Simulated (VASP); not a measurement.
Set up this calculation in VASP 6.6.1, as the native input.

```yaml
Task: single point
Functional: PBE
Potentials_or_basis: VASP PAW PBE potentials, release 64 (Fe)
Cutoff: 520 eV
k_mesh: 10 × 10 × 10
Occupations: gaussian, width 0.15 eV
Spin: collinear spin, ferromagnetic start
Starting_moments: "[2.44] μB"
Dipole_correction: no
Further_INCAR_settings: ALGO = Normal; EDIFF = 1e-07; NBANDS = 14
```

The structure of Fe lies in POSCAR:

```
Fe
1.0
   -1.3119987705      1.4157750842      1.4157750842
    1.3119987705     -1.4157750842      1.4157750842
    1.3119987705      1.4157750842     -1.4157750842
Fe
1
Direct
    0.0000000000      0.0000000000      0.0000000000
```

This cell differs from its parent crystal: normal strain along x -0.0733, normal strain along z +0.0000.

One way to write it, as run:

INCAR

```
PREC = Accurate
ENCUT = 520
EDIFF = 1E-7
ISMEAR = 0
SIGMA = 0.15
LREAL = F
LASPH = T
NELM = 150
ALGO = Normal
ISIF = 2
LWAVE = F
LCHARG = F
ISPIN = 2
MAGMOM = 2.44
LORBIT = 11
LMAXMIX = 4
GGA = PE
NBANDS = 14
```

KPOINTS

```
Automatic mesh
0
Gamma
  10 10 10
```

Potentials or basis: VASP PAW PBE potentials, release 64 (Fe).

Launch:

```sh
$ cat potpaw_PBE.64/Fe/POTCAR > POTCAR
$ mpirun -np 1 vasp_std > vasp.out
```

Results of the run:

```yaml
Pressure: 18.1 GPa
Net_moment: 2.06 μB per cell
Site_moments: Fe +2.05 μB
Valence_electrons_inside_the_program's_atomic_spheres: Fe 7.44
```

Caveat: the cell differs from its parent crystal (normal strain along x -0.0733, normal strain along z +0.0000).

It took 21 s on 1 thread of Intel(R) Xeon(R) Platinum 8488C (Sapphire Rapids), on a shared host, peak memory 0.14 GiB.
